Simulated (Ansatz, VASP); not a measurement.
This is a calculation of Sb for Ansatz 0.2.0.

The input input.yaml:

```yaml
crystal:
  lattice:
    - [-1.5552329741, 1.5552329741, 2.6752861216]
    - [1.5552329741, -1.5552329741, 2.6752861216]
    - [1.5552329741, 1.5552329741, -2.6752861216]
  atoms:
    - { symbol: Sb, position: [0.0, 0.0, 0.0] }
kpoints:
  mp_grid: { grid: [12, 12, 12] }
scf:
  occupations: { method: gaussian, width: 0.01 }
hamiltonian:
  xc: pbesol
  dispersion: d4
  pseudopotentials: { kind: all_electron, lapw: { basis_error: 0.001 } }
output:
  forces: true
  stress: true
  eigenvalues: true
```

Potentials or basis: all-electron LAPW, scalar-relativistic.

Run with:

```sh
$ ansatz run input.yaml --threads 1 --pin off --max-ram 3072MiB --backend cpu --events-out ev --progress --plain --runs-dir out
```

Q: Set up the same calculation for VASP 6.6.1. Potentials there: VASP PAW PBE potentials, release 64 (Sb).

A: As run (the cutoff follows the program's own potentials):

The input INCAR:

```
ALGO     = Normal         # electronic algorithm
EDIFF    = 1E-6           # SCF threshold, eV
ENCUT    = 520            # plane-wave cutoff, eV
GGA      = PS             # functional
ISIF     = 2              # what is computed and relaxed
ISMEAR   = 0              # smearing method
IVDW     = 13             # dispersion correction
LASPH    = T              # aspherical terms in the spheres
LCHARG   = F              # write CHGCAR
LREAL    = F              # projectors in reciprocal space
LWAVE    = F              # write WAVECAR
NBANDS   = 8              # bands
NELM     = 80             # most SCF steps
PREC     = Accurate       # precision mode
SIGMA    = 0.01           # smearing width, eV
```

File KPOINTS:

```
k-points
0
Gamma
  12 12 12
```

Contents of POSCAR:

```
Sb
1.0
   -1.5552329741      1.5552329741      2.6752861216
    1.5552329741     -1.5552329741      2.6752861216
    1.5552329741      1.5552329741     -2.6752861216
Sb
1
Direct
    0.0000000000      0.0000000000      0.0000000000
```

Potentials or basis: VASP PAW PBE potentials, release 64 (Sb).

Run with:

```sh
$ cat potpaw_PBE.64/Sb/POTCAR > POTCAR
$ mpirun -np 1 vasp_std > vasp.out
```

Both were run:

|  | VASP | Ansatz | Ansatz less VASP |
| --- | --- | --- | --- |
| gap on the k mesh at the Fermi level (eV) | none | none | - |
| pressure (GPa) | -0.5 | -0.5 | -0.03 |
| traceless stress, the component that is largest in VASP (GPa) | -0.85 | -0.79 | +0.063 |

VASP's potentials were made for PBE, not for PBEsol. A gap of «none» marks a metal or a gap that the smearing closes. Ansatz ran all-electron here, and VASP with PAW potentials.

Spin-orbit coupling is off throughout.
